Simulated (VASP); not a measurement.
# TePt (R-3m) in VASP: relaxation of cell and atoms with PBEsol

Aim: the relaxation of cell and atoms of TePt with PBEsol.

Program: VASP 6.6.1. These are calculated values, not measurements. Logs are shortened: lines on timing, memory, paths and dates and some standing lists are left out, and cuts for length are marked.

### Step 1. The cell of the first run

Symmetry: R-3m, No. 166, trigonal system. The conventional cell has a = 3.964 Å, b = 3.964 Å, c = 19.833 Å, α = 90.00°, β = 90.00°, γ = 120.00°. Within 3.6 Å of Te (site symmetry 3m) lie 6 Pt at 2.60 to 3.52 Å and 3 Te at 3.54 Å. Within 3.6 Å of Pt (site symmetry 3m) lie 6 Te at 2.60 to 3.52 Å and 3 Pt at 2.71 Å.

### Step 2. Relaxation of cell and atoms, PBEsol

Contents of INCAR:

```
SYSTEM = TePt
  PREC = Accurate
  ENCUT = 600
  EDIFF = 1E-7
  ISMEAR = -1
  SIGMA = 0.15
  LREAL = .False.
  LASPH = .True.
  NELM = 100
  ALGO = Normal
  ISIF = 3
  LWAVE = .False.
  LCHARG = .False.
  GGA = PS
  IBRION = 2
  NSW = 80
  EDIFFG = -0.001
```

Contents of KPOINTS:

```
Automatic mesh
0
Gamma
  12 12 12
  0 0 0
```

Contents of POSCAR:

```
TePt
1.0
    1.9819553970      1.1442824820      6.6108690335
   -1.9819553970      1.1442824820      6.6108690335
    0.0000000000     -2.2885649640      6.6108690335
Te Pt
2 2
Direct
    0.5984788824      0.5984788824      0.5984788824
    0.4015211176      0.4015211176      0.4015211176
    0.8698134318      0.8698134318      0.8698134318
    0.1301865682      0.1301865682      0.1301865682
```

Potentials or basis: VASP PAW PBE potentials, release 64 (Te, Pt).

Command:

```bash
cat potpaw_PBE.64/Te/POTCAR potpaw_PBE.64/Pt/POTCAR > POTCAR
mpirun -np 1 vasp_std > vasp.out
```

OUTCAR:

```text
SYSTEM = TePt
   PREC = Accurate
   ENCUT = 600
   EDIFF = 1E-7
   ISMEAR = -1
   LREAL = .False.
   LASPH = .True.
   NELM = 100
   ISIF = 3
   GGA = PS
   IBRION = 2
   NSW = 80
   EDIFFG = -0.001

 ion  position               nearest neighbor table
   1  0.598  0.598  0.598-   3 2.60   3 2.60   3 2.60   4 3.52   4 3.52   4 3.52   2 3.54   2 3.54
                             2 3.54
   2  0.402  0.402  0.402-   4 2.60   4 2.60   4 2.60   3 3.52   3 3.52   3 3.52   1 3.54   1 3.54
                             1 3.54
   3  0.870  0.870  0.870-   1 2.60   1 2.60   1 2.60   4 2.71   4 2.71   4 2.71   2 3.52   2 3.52
                             2 3.52
   4  0.130  0.130  0.130-   2 2.60   2 2.60   2 2.60   3 2.71   3 2.71   3 2.71   1 3.52   1 3.52
                             1 3.52

  LATTYP: Found a trigonal (rhomboedric) cell.
 ALAT       =     6.9957929481
 COS(alpha) =     0.8394745654

  Lattice vectors:

 A1 = (   1.9819553970,   1.1442824820,   6.6108690335)
 A2 = (  -1.9819553970,   1.1442824820,   6.6108690335)
 A3 = (   0.0000000000,  -2.2885649640,   6.6108690335)

Analysis of symmetry for initial positions (statically):
=====================================================================
 Subroutine PRICEL returns:
 Original cell was already a primitive cell.

 Routine SETGRP: Setting up the symmetry group for a
 trigonal (rhombohedral) supercell.

 Subroutine GETGRP returns: Found 12 space group operations
 (whereof 12 operations were pure point group operations)
 out of a pool of 12 trial point group operations.

The static configuration has the point symmetry D_3d.

Analysis of symmetry for dynamics (positions and initial velocities):
=====================================================================
 Subroutine PRICEL returns:
 Original cell was already a primitive cell.

 Routine SETGRP: Setting up the symmetry group for a
 trigonal (rhombohedral) supercell.

 Subroutine GETGRP returns: Found 12 space group operations
 (whereof 12 operations were pure point group operations)
 out of a pool of 12 trial point group operations.

The dynamic configuration has the point symmetry D_3d.

 Subroutine INISYM returns: Found 12 space group operations
 (whereof 12 operations are pure point group operations),
 and found     1 'primitive' translations

----------------------------------------------------------------------------------------

                                     Primitive cell

  volume of cell :      89.9574

  direct lattice vectors                    reciprocal lattice vectors
     1.981955397  1.144282482  6.610869034     0.252276111  0.145651681  0.050422014
    -1.981955397  1.144282482  6.610869034    -0.252276111  0.145651681  0.050422014
     0.000000000 -2.288564964  6.610869034     0.000000000 -0.291303361  0.050422014

  length of vectors
     6.995792948  6.995792948  6.995792948     0.295634957  0.295634957  0.295634957

  position of ions in fractional coordinates (direct lattice)
     0.598478882  0.598478882  0.598478882
     0.401521118  0.401521118  0.401521118
     0.869813432  0.869813432  0.869813432
     0.130186568  0.130186568  0.130186568

  ion indices of the primitive-cell ions
   primitive index   ion index
                 1           1
                 2           2
                 3           3
                 4           4

----------------------------------------------------------------------------------------

 KPOINTS: Automatic mesh

Automatic generation of k-mesh.
 Grid dimensions read from file:
 generate k-points for:   12   12   12

 Generating k-lattice:

  Cartesian coordinates                     Fractional coordinates (reciprocal lattice)
     0.021023009  0.012137640  0.004201835     0.083333333 -0.000000000  0.000000000
    -0.021023009  0.012137640  0.004201835    -0.000000000  0.083333333  0.000000000
     0.000000000 -0.024275280  0.004201835     0.000000000  0.000000000  0.083333333

  Length of vectors
     0.024636246  0.024636246  0.024636246

  Shift w.r.t. Gamma in fractional coordinates (k-lattice)
     0.000000000  0.000000000  0.000000000

 Subroutine IBZKPT returns following result:
 ===========================================

 Found    189 irreducible k-points:

 Following reciprocal coordinates:
            Coordinates               Weight
  0.000000  0.000000  0.000000      1.000000
  0.083333  0.000000  0.000000      6.000000
  0.166667  0.000000  0.000000      6.000000
  0.250000  0.000000  0.000000      6.000000
  0.333333  0.000000  0.000000      6.000000
  0.416667  0.000000  0.000000      6.000000
[... 16 lines left out ...]
  0.500000  0.166667  0.000000     12.000000
 -0.416667  0.166667 -0.000000     12.000000
 [... further k-points ...]
   k-points           NKPTS =    189   k-points in BZ     NKDIM =    189   number of bands    NBANDS=     20
   number of dos      NEDOS =    301   number of ions     NIONS =      4
   total plane-waves  NPLWV = 175616
   dimension x,y,z NGX =    56 NGY =   56 NGZ =   56
   dimension x,y,z NGXF=   112 NGYF=  112 NGZF=  112
   ions per type =               2   2
   NGX,Y,Z   is equivalent  to a cutoff of  13.31, 13.31, 13.31 a.u.
   NGXF,Y,Z  is equivalent  to a cutoff of  26.62, 26.62, 26.62 a.u.
 SYSTEM =  TePt
   PREC   = accura    normal or accurate (medium, high low for compatibility)
   ISTART =      0    job   : 0-new  1-cont  2-samecut
   ICHARG =      2    charge: 1-file 2-atom 10-const
   ISPIN  =      1    spin polarized calculation?
   LNONCOLLINEAR =      F non collinear calculations
   LSORBIT =      F    spin-orbit coupling
   LASPH  =      T    aspherical Exc in radial PAW
   ENCUT  =  600.0 eV  44.10 Ry    6.64 a.u.  13.97 13.97 13.97*2*pi/ulx,y,z
   NELM   =    100;   NELMIN=  2; NELMDL= -5     # of ELM steps
   EDIFF  = 0.1E-06   stopping-criterion for ELM
   LREAL  =      F    real-space projection
   EDIFFG = -.1E-02   stopping-criterion for IOM
   NSW    =     80    number of steps for IOM
   IBRION =      2    ionic relax: 0-MD 1-quasi-New 2-CG
   NFREE  =      1    steps in history (QN), initial steepest desc. (CG)
   ISIF   =      3    stress and relaxation
   ISYM   =      2    0-nonsym 1-usesym 2-fastsym
   POTIM  = 0.5000    time-step for ionic-motion
   TEBEG  =    0.0;   TEEND  =   0.0 temperature during run
   PSTRESS=    0.0 pullay stress
   NELECT =      32.0000    total number of electrons
   NUPDOWN=      -1.0000    fix difference up-down
   EMIN   =  10.00;   EMAX   =-10.00  energy-range for DOS
   EFERMI =   0.00;   METHOD = LEGACY
   ISMEAR =    -1;   SIGMA  =   0.15  broadening in eV -4-tet -1-fermi 0-gaus
   EFERMI_NEDOS =   21; number of points for ismear=-14 and -15
   IALGO  =     38    algorithm
   IMIX   =      4    mixing-type and parameters
     AMIX     =   0.40;   BMIX     =  1.00
     AMIX_MAG =   1.60;   BMIX_MAG =  1.00
  volume/ion in A,a.u.               =      22.49       151.77
  Fermi-wavevector in a.u.,A,eV,Ry     =   1.159968  2.192021 18.306976  1.345525
  Thomas-Fermi vector in A             =   2.296555
   LORBIT       =      0    0 simple, 1 ext, 2 COOP (PROOUT), +10 PAW based schemes
   GGA     = PS    functional components
   LHFCALC =     F    Hartree Fock is set to
   AEXX    =    0.0000 exact exchange contribution
   IVDW    =     0    specifies the selected vdW correction
   LEPSILON=     F    determine dielectric tensor
   LRPA    =     F    only Hartree local field effects (RPA)
 conjugate gradient relaxation of ions
 non-spin polarized calculation
  energy-cutoff  :      600.00
  volume of cell :       89.96
 maximum number of plane-waves:      3022
   NGX = 27   NGY = 27   NGZ = 27

--------------------------------------- Ionic step        1  -------------------------------------------

 number of electron      32.0000000 magnetization

 Free energy of the ion-electron system (eV)
  ---------------------------------------------------
  ext. energy  EPLUGINS =         0.00000000
  ---------------------------------------------------
  free energy    TOTEN  =       -22.42712756 eV

  energy without entropy =      -22.29143430  energy(sigma->0) =      -22.35928093

------------------------ aborting loop because EDIFF is reached ----------------------------------------

  FORCE on cell =-STRESS in cart. coord.  units (eV):
  Direction    XX          YY          ZZ          XY          YZ          ZX
  --------------------------------------------------------------------------------------
  -------------------------------------------------------------------------------------
  Total        0.0019795      0.0019795      0.0525754      0.0000000      0.0000000      0.0000000
  in kB        0.0352555      0.0352555      0.9363894      0.0000000      0.0000000      0.0000000
  external PRESSURE =       0.3356334 kB  Pullay stress =       0.0000000 kB
[... 95 lines left out ...]
  FREE ENERGIE OF THE ION-ELECTRON SYSTEM (eV)
  ---------------------------------------------------
  free  energy   TOTEN  =       -22.4271733383 eV

  energy  without entropy=      -22.2911976365  energy(sigma->0) =      -22.35918549

[... ionic steps 4 to 11 ...]

--------------------------------------- Ionic step       12  -------------------------------------------

 number of electron      32.0000000 magnetization

------------------------ aborting loop because EDIFF is reached ----------------------------------------
[... 71 lines left out ...]
--------------------------------------- Ionic step       14  -------------------------------------------

 number of electron      32.0000000 magnetization

 Free energy of the ion-electron system (eV)
  ---------------------------------------------------
  ext. energy  EPLUGINS =         0.00000000
  ---------------------------------------------------
  free energy    TOTEN  =       -22.42723617 eV

  energy without entropy =      -22.29123048  energy(sigma->0) =      -22.35923332

 E-fermi :   8.3907     XC(G=0): -11.0869

 val. band max:        8.3497123612   @ k =   0.5000   0.1667   0.1667
 cond. band min:       8.3975870092   @ k =   0.4167   0.4167   0.1667
 fundamental gap:      0.0478746480
 Fermi energy:         8.3907297655

 k-point     1 :       0.0000    0.0000    0.0000
  band No.  band energies     occupation
      1      -4.9980      2.00000
      2      -3.3726      2.00000
      3       1.4946      2.00000
      4       2.8594      2.00000
      5       2.8594      2.00000
      6       3.5523      2.00000
[... 541 lines left out ...]
     19      11.1205      0.00000
     20      13.6459      0.00000

 [... further k-points ...]

------------------------ aborting loop because EDIFF is reached ----------------------------------------

  FORCE on cell =-STRESS in cart. coord.  units (eV):
  Direction    XX          YY          ZZ          XY          YZ          ZX
  --------------------------------------------------------------------------------------
  -------------------------------------------------------------------------------------
  Total        0.0003337      0.0003337     -0.0036919      0.0000000      0.0000000      0.0000000
  in kB        0.0059461      0.0059461     -0.0657934      0.0000000      0.0000000      0.0000000
  external PRESSURE =      -0.0179671 kB  Pullay stress =       0.0000000 kB
[... 19 lines left out ...]
  FREE ENERGIE OF THE ION-ELECTRON SYSTEM (eV)
  ---------------------------------------------------
  free  energy   TOTEN  =       -22.4272361673 eV

  energy  without entropy=      -22.2912304771  energy(sigma->0) =      -22.35923332

 reached required accuracy - stopping structural energy minimisation
```

It took 67 min on 1 thread of AMD EPYC 7R13 (Zen 3), shared host; peak memory 0.73 GiB.

What came out:

* Free energy: -22.4272 eV
* Relaxed volume: 22.48 Å³/atom
* Relaxed cell: a = 7.000 Å, b = 7.000 Å, c = 7.000 Å, α = 32.87°, β = 32.87°, γ = 32.87°
* Space group after relaxing (to 0.1 Å): R-3m (No. 166)
* Energy gained by relaxing: 0.0 meV/atom
* Ionic steps: 14
* Pressure after relaxing: 0.0 GPa
* Band gap on the k mesh: zero (bands 16 and 17 overlap by 2.62 eV)

Step by step:
```tsv
step	energy change (eV)	largest force (eV/Å)	pressure (GPa)	volume (Å³)
1	0.0000	0.0258	0.03	89.96
2	0.0000	0.0043	-0.09	90.02
3	0.0000	0.0060	-0.09	90.01
4	-0.0001	0.0061	-0.04	89.97
5	-0.0001	0.0097	-0.01	89.94
6	-0.0001	0.0109	0.00	89.93
7	-0.0001	0.0079	0.00	89.93
8	-0.0001	0.0045	0.01	89.92
9	-0.0001	0.0023	-0.02	89.93
10	-0.0001	0.0027	-0.01	89.92
11	-0.0001	0.0016	-0.01	89.91
12	-0.0001	0.0029	0.00	89.89
13	-0.0001	0.0019	0.00	89.90
14	-0.0001	0.0008	0.00	89.90
```

Final structure:
```cif
data_structure
_symmetry_space_group_name_H-M 'P 1'
_symmetry_Int_Tables_number 1
_cell_length_a 7.0003
_cell_length_b 7.0003
_cell_length_c 7.0003
_cell_angle_alpha 32.870
_cell_angle_beta 32.870
_cell_angle_gamma 32.870
_cell_volume 89.90
loop_
_atom_site_label
_atom_site_type_symbol
_atom_site_fract_x
_atom_site_fract_y
_atom_site_fract_z
_atom_site_occupancy
Te1 Te 0.59866 0.59866 0.59866 1
Te2 Te 0.40134 0.40134 0.40134 1
Pt1 Pt 0.86983 0.86983 0.86983 1
Pt2 Pt 0.13017 0.13017 0.13017 1
```

Caveat: the PAW data sets were made with another functional, which shifts forces and pressure a little; spin-orbit coupling is left out, which moves the levels of the heavy elements.

The gap in the log of VASP goes by the Fermi energy; the results here count the filled bands.